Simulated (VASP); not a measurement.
# CuO in VASP: notebook

Runs on CuO. Level: PBE. Tasks: single point.

All numbers are computed with VASP 6.6.1; they aren't measurements. Logs are shortened: lines on timing, memory, paths and dates and some standing lists are left out, and cuts for length are marked.

**1. The cell of the first run**

Symmetry: Cc, No. 9, monoclinic system. Conventional cell: a = 4.689 Å, b = 3.427 Å, c = 5.132 Å, α = 90.00°, β = 99.65°, γ = 90.00°. Cu (site symmetry 1) has 4 O at 1.91 to 2.02 Å within 2.5 Å. O (site symmetry 1) has 4 Cu at 1.91 to 2.02 Å within 2.5 Å.

**2. Single point, PBE**

The input, INCAR:

```
SYSTEM = CuO
ALGO = Normal
EDIFF = 1E-6
ENCUT = 520
GGA = PE
ISIF = 2
ISMEAR = 0
LASPH = .TRUE.
LCHARG = .TRUE.
LELF = .TRUE.
LREAL = .FALSE.
LVHAR = .TRUE.
LWAVE = .FALSE.
NBANDS = 25
NELM = 80
PREC = Accurate
SIGMA = 0.1
```

The input, KPOINTS:

```
k-points
0
G
  6 6 4
  0 0 0
```

The input, POSCAR:

```
CuO
1.0
    2.3446500000     -1.7134000000      0.0000000000
    2.3446500000      1.7134000000      0.0000000000
   -0.8605500000      0.0000000000      5.0594400000
Cu O
2 2
Direct
    0.0032000000      0.4968000000      0.0000000000
    0.4968000000      0.0032000000      0.5000000000
    0.5714000000      0.4056000000      0.2537000000
    0.4056000000      0.5714000000      0.7537000000
```

Potentials or basis: VASP PAW PBE potentials, release 64 (Cu, O).

Command:

```
> cat potpaw_PBE.64/Cu/POTCAR potpaw_PBE.64/O/POTCAR > POTCAR
> mpirun -np 1 vasp_std > vasp.out
```

OUTCAR:

```text
SYSTEM = CuO
   EDIFF = 1E-6
   ENCUT = 520
   GGA = PE
   ISIF = 2
   ISMEAR = 0
   LASPH = .TRUE.
   LREAL = .FALSE.
   NELM = 80
   PREC = Accurate

 ion  position               nearest neighbor table
   1  0.003  0.497  0.000-   4 1.91   3 1.93   4 1.98   3 2.02
   2  0.497  0.003  0.500-   3 1.91   4 1.93   3 1.98   4 2.02
   3  0.571  0.406  0.254-   2 1.91   1 1.93   2 1.98   1 2.02
   4  0.406  0.571  0.754-   1 1.91   2 1.93   1 1.98   2 2.02

  LATTYP: Found a base centered monoclinic cell.
 ALAT       =     4.6893000000
 B/A-ratio  =     0.7307700510
 C/A-ratio  =     1.0944283424
 COS(beta)  =    -0.1676798048

  Lattice vectors:

 A1 = (   2.3446500000,  -1.7134000000,   0.0000000000)
 A2 = (   2.3446500000,   1.7134000000,   0.0000000000)
 A3 = (  -0.8605500000,   0.0000000000,   5.0594400000)

Analysis of symmetry for initial positions (statically):
=====================================================================
 Subroutine PRICEL returns:
 Original cell was already a primitive cell.

 Routine SETGRP: Setting up the symmetry group for a
 base centered monoclinic supercell.

 Subroutine GETGRP returns: Found  2 space group operations
 (whereof  1 operations were pure point group operations)
 out of a pool of  4 trial point group operations.

The static configuration has the point symmetry C_1 .
 The point group associated with its full space group is C_1h.

Analysis of symmetry for dynamics (positions and initial velocities):
=====================================================================
 Subroutine PRICEL returns:
 Original cell was already a primitive cell.

 Routine SETGRP: Setting up the symmetry group for a
 base centered monoclinic supercell.

 Subroutine GETGRP returns: Found  2 space group operations
 (whereof  1 operations were pure point group operations)
 out of a pool of  4 trial point group operations.

The dynamic configuration has the point symmetry C_1 .
 The point group associated with its full space group is C_1h.

 Subroutine INISYM returns: Found  2 space group operations
 (whereof  1 operations are pure point group operations),
 and found     1 'primitive' translations

----------------------------------------------------------------------------------------

                                     Primitive cell

  volume of cell :      40.6508

  direct lattice vectors                    reciprocal lattice vectors
     2.344650000 -1.713400000  0.000000000     0.213251445 -0.291817439  0.036271510
     2.344650000  1.713400000  0.000000000     0.213251445  0.291817439  0.036271510
    -0.860550000  0.000000000  5.059440000     0.000000000  0.000000000  0.197650333

  length of vectors
     2.903984019  2.903984019  5.132102826     0.363248151  0.363248151  0.197650333

  position of ions in fractional coordinates (direct lattice)
     0.003200000  0.496800000  0.000000000
     0.496800000  0.003200000  0.500000000
     0.571400000  0.405600000  0.253700000
     0.405600000  0.571400000  0.753700000

  ion indices of the primitive-cell ions
   primitive index   ion index
                 1           1
                 2           2
                 3           3
                 4           4

----------------------------------------------------------------------------------------

 KPOINTS: k-points

Automatic generation of k-mesh.
 Grid dimensions read from file:
 generate k-points for:    6    6    4

 Generating k-lattice:

  Cartesian coordinates                     Fractional coordinates (reciprocal lattice)
     0.035541907 -0.048636240  0.006045252     0.166666667 -0.000000000  0.000000000
     0.035541907  0.048636240  0.006045252    -0.000000000  0.166666667  0.000000000
     0.000000000  0.000000000  0.049412583     0.000000000  0.000000000  0.250000000

  Length of vectors
     0.060541358  0.060541358  0.049412583

  Shift w.r.t. Gamma in fractional coordinates (k-lattice)
     0.000000000  0.000000000  0.000000000

 Subroutine IBZKPT returns following result:
 ===========================================

 Found     47 irreducible k-points:

 Following reciprocal coordinates:
            Coordinates               Weight
  0.000000  0.000000  0.000000      1.000000
  0.166667  0.000000 -0.000000      4.000000
  0.333333 -0.000000  0.000000      4.000000
  0.500000  0.000000  0.000000      2.000000
  0.166667  0.166667 -0.000000      2.000000
  0.333333  0.166667  0.000000      4.000000
[... 16 lines left out ...]
 -0.333333  0.166667  0.250000      4.000000
 -0.166667  0.166667  0.250000      4.000000
 [... further k-points ...]
   k-points           NKPTS =     47   k-points in BZ     NKDIM =     47   number of bands    NBANDS=     25
   number of dos      NEDOS =    301   number of ions     NIONS =      4
   total plane-waves  NPLWV =  23040
   dimension x,y,z NGX =    24 NGY =   24 NGZ =   40
   dimension x,y,z NGXF=    48 NGYF=   48 NGZF=   80
   ions per type =               2   2
   NGX,Y,Z   is equivalent  to a cutoff of  13.74, 13.74, 12.96 a.u.
   NGXF,Y,Z  is equivalent  to a cutoff of  27.48, 27.48, 25.91 a.u.
 SYSTEM =  CuO
   PREC   = accura    normal or accurate (medium, high low for compatibility)
   ISTART =      0    job   : 0-new  1-cont  2-samecut
   ICHARG =      2    charge: 1-file 2-atom 10-const
   ISPIN  =      1    spin polarized calculation?
   LNONCOLLINEAR =      F non collinear calculations
   LSORBIT =      F    spin-orbit coupling
   LASPH  =      T    aspherical Exc in radial PAW
   ENCUT  =  520.0 eV  38.22 Ry    6.18 a.u.   5.40  5.40  9.54*2*pi/ulx,y,z
   NELM   =     80;   NELMIN=  2; NELMDL= -5     # of ELM steps
   EDIFF  = 0.1E-05   stopping-criterion for ELM
   LREAL  =      F    real-space projection
   EDIFFG = 0.1E-04   stopping-criterion for IOM
   NSW    =      0    number of steps for IOM
   IBRION =     -1    ionic relax: 0-MD 1-quasi-New 2-CG
   NFREE  =      0    steps in history (QN), initial steepest desc. (CG)
   ISIF   =      2    stress and relaxation
   ISYM   =      2    0-nonsym 1-usesym 2-fastsym
   POTIM  = 0.5000    time-step for ionic-motion
   TEBEG  =    0.0;   TEEND  =   0.0 temperature during run
   PSTRESS=    0.0 pullay stress
   NELECT =      34.0000    total number of electrons
   NUPDOWN=      -1.0000    fix difference up-down
   EMIN   =  10.00;   EMAX   =-10.00  energy-range for DOS
   EFERMI =   0.00;   METHOD = LEGACY
   ISMEAR =     0;   SIGMA  =   0.10  broadening in eV -4-tet -1-fermi 0-gaus
   EFERMI_NEDOS =   21; number of points for ismear=-14 and -15
   IALGO  =     38    algorithm
   IMIX   =      4    mixing-type and parameters
     AMIX     =   0.40;   BMIX     =  1.00
     AMIX_MAG =   1.60;   BMIX_MAG =  1.00
  volume/ion in A,a.u.               =      10.16        68.58
  Fermi-wavevector in a.u.,A,eV,Ry     =   1.542451  2.914810 32.370373  2.379155
  Thomas-Fermi vector in A             =   2.648254
   LORBIT       =      0    0 simple, 1 ext, 2 COOP (PROOUT), +10 PAW based schemes
   GGA     = PE    functional components
   LHFCALC =     F    Hartree Fock is set to
   AEXX    =    0.0000 exact exchange contribution
   IVDW    =     0    specifies the selected vdW correction
   LEPSILON=     F    determine dielectric tensor
   LRPA    =     F    only Hartree local field effects (RPA)
 non-spin polarized calculation
 Gauss-broadening in eV      SIGMA  =   0.10
  energy-cutoff  :      520.00
  volume of cell :       40.65
 maximum number of plane-waves:      1129
 NGX is ok and might be reduce to    24
   NGX = 11   NGY = 11   NGZ = 19

 number of electron      33.9999999 magnetization

 Free energy of the ion-electron system (eV)
  ---------------------------------------------------
  ext. energy  EPLUGINS =         0.00000000
  ---------------------------------------------------
  free energy    TOTEN  =       -19.48429245 eV

  energy without entropy =      -19.47106784  energy(sigma->0) =      -19.47768014

 E-fermi :   5.6747     XC(G=0): -11.8986

 val. band max:        5.6694442747   @ k =   0.3333   0.3333   0.2500
 cond. band min:       5.6787082341   @ k =  -0.3333   0.0000   0.2500
 fundamental gap:      0.0092639595
 Fermi energy:         5.6746847553

 k-point     1 :       0.0000    0.0000    0.0000
  band No.  band energies     occupation
      1     -14.2253      2.00000
      2     -12.9116      2.00000
      3      -2.4364      2.00000
      4       0.1501      2.00000
      5       0.5083      2.00000
      6       2.3010      2.00000
[... 17 lines left out ...]
     24      22.0632      0.00000
     25      22.4435      0.00000

 k-point     2 :       0.1667    0.0000   -0.0000
  band No.  band energies     occupation
      1     -14.0471      2.00000
      2     -12.8551      2.00000
      3      -2.1464      2.00000
      4       0.0935      2.00000
      5       0.4409      2.00000
      6       0.8752      2.00000
[... 17 lines left out ...]
     24      21.0592      0.00000
     25      22.2806      0.00000

 k-point     3 :       0.3333   -0.0000    0.0000
  band No.  band energies     occupation
      1     -13.6592      2.00000
      2     -12.7400      2.00000
      3      -1.5504      2.00000
      4      -0.8309      2.00000
      5      -0.0268      2.00000
      6       0.4855      2.00000
[... 17 lines left out ...]
     24      19.2639      0.00000
     25      21.6198      0.00000

 k-point     4 :       0.5000    0.0000    0.0000
  band No.  band energies     occupation
      1     -13.4451      2.00000
      2     -12.6825      2.00000
      3      -1.5393      2.00000
      4      -1.2343      2.00000
      5      -0.0350      2.00000
      6       0.4865      2.00000
[... 17 lines left out ...]
     24      18.3353      0.00000
     25      21.2588      0.00000
[... 477 lines left out ...]
 k-point    22 :       0.5000    0.1667    0.2500
  band No.  band energies     occupation
      1     -13.2292      2.00000
      2     -12.7832      2.00000
      3      -1.4057      2.00000
      4      -0.7128      2.00000
      5      -0.0293      2.00000
      6       0.1535      2.00000
[... 17 lines left out ...]
     24      18.7385      0.00000
     25      20.3556      0.00000

 k-point    23 :      -0.3333    0.1667    0.2500
  band No.  band energies     occupation
      1     -13.3583      2.00000
      2     -12.8080      2.00000
      3      -1.0685      2.00000
      4      -0.5855      2.00000
      5      -0.1628      2.00000
      6       0.1370      2.00000
[... 17 lines left out ...]
     24      19.0600      0.00000
     25      20.4629      0.00000

 k-point    24 :      -0.1667    0.1667    0.2500
  band No.  band energies     occupation
      1     -13.6889      2.00000
      2     -12.9529      2.00000
      3      -1.4102      2.00000
      4      -0.1803      2.00000
      5       0.2173      2.00000
      6       0.5042      2.00000
[... 17 lines left out ...]
     24      20.2459      0.00000
     25      20.5104      0.00000

 [... further k-points ...]

------------------------ aborting loop because EDIFF is reached ----------------------------------------

  FORCE on cell =-STRESS in cart. coord.  units (eV):
  Direction    XX          YY          ZZ          XY          YZ          ZX
  --------------------------------------------------------------------------------------
  -------------------------------------------------------------------------------------
  Total        1.6225769      1.7878001      1.4999063      0.0000000      0.0000000     -0.4624528
  in kB       63.9508952     70.4628682     59.1160600      0.0000000      0.0000000    -18.2267283
  external PRESSURE =      64.5099411 kB  Pullay stress =       0.0000000 kB

 VOLUME and BASIS-vectors are now :
 -----------------------------------------------------------------------------
  energy-cutoff  :      520.00
  volume of cell :       40.65
      direct lattice vectors                 reciprocal lattice vectors
     2.344650000 -1.713400000  0.000000000     0.213251445 -0.291817439  0.036271510
     2.344650000  1.713400000  0.000000000     0.213251445  0.291817439  0.036271510
    -0.860550000  0.000000000  5.059440000     0.000000000  0.000000000  0.197650333

 POSITION                                       TOTAL-FORCE (eV/Angst)
 -----------------------------------------------------------------------------------
      1.17233      0.84573      0.00000        -0.636657      0.367278      0.251811
      0.74205     -0.84573      2.52972        -0.636657     -0.367278      0.251811
      2.07240     -0.28408      1.28358         0.636657      0.289902     -0.251811
      1.64213      0.28408      3.81330         0.636657     -0.289902     -0.251811
 -----------------------------------------------------------------------------------
    total drift:                               -0.000226      0.000000     -0.000514

  FREE ENERGIE OF THE ION-ELECTRON SYSTEM (eV)
  ---------------------------------------------------
  free  energy   TOTEN  =       -19.4842924492 eV

  energy  without entropy=      -19.4710678380  energy(sigma->0) =      -19.47768014
```

Run time: 19 s. Hardware: 1 thread of Intel Xeon 6975P-C (Granite Rapids), shared host; peak memory 0.18 GiB.

What came out:

```
Free energy            : -19.4843 eV
Pressure               : 6.5 GPa
Largest force          : 0.777 eV/Å
Band gap on the k mesh : zero (bands 17 and 18 overlap by 0.66 eV)
```

Forces on the atoms (eV/Å):
```
Cu  -0.637  0.367  0.252
Cu  -0.637 -0.367  0.252
O    0.637  0.290 -0.252
O    0.637 -0.290 -0.252
```

Stress tensor (GPa, compression positive):
```
 6.40  0.00 -1.82
 0.00  7.05  0.00
-1.82  0.00  5.91
```

Levels at points of the mesh, in eV from the Fermi level:
| k point | band 13 | band 14 | band 15 | band 16 | band 17 | band 18 | band 19 | band 20 | band 21 | band 22 |
| --- | --- | --- | --- | --- | --- | --- | --- | --- | --- | --- |
| (0.00, 0.00, 0.00) | -2.31 | -2.22 | -2.13 | -1.65 | 0.22 | 0.92 | 1.72 | 6.06 | 8.16 | 13.37 |
| (0.50, 0.00, 0.00) | -2.05 | -1.59 | -1.48 | -1.39 | -0.03 | 0.30 | 4.92 | 6.33 | 6.96 | 11.11 |
| (0.50, 0.50, 0.00) | -2.13 | -2.11 | -1.67 | -1.22 | -0.65 | 1.07 | 3.40 | 7.06 | 8.57 | 10.00 |
| (0.00, 0.00, 0.50) | -2.22 | -2.22 | -1.46 | -1.46 | 0.25 | 0.25 | 3.94 | 3.94 | 11.70 | 11.70 |
| (0.50, 0.00, 0.50) | -2.20 | -2.15 | -1.73 | -1.60 | -0.09 | 0.74 | 5.16 | 6.53 | 8.12 | 8.55 |
| (0.50, 0.50, 0.50) | -1.65 | -1.65 | -1.30 | -1.30 | -0.41 | -0.41 | 5.25 | 5.25 | 9.02 | 9.02 |

Caveat: the k points lie up to 0.38 Å⁻¹ apart, too coarse for converged energies and pressures of a metal; semilocal functionals often make such compounds metallic where correlation or magnetic order opens a gap, which also shifts bond lengths. With open d or f shells a metallic result of PBE can be an artefact of self-interaction; +U or a hybrid may open a gap.

[end of part 1 of 2]
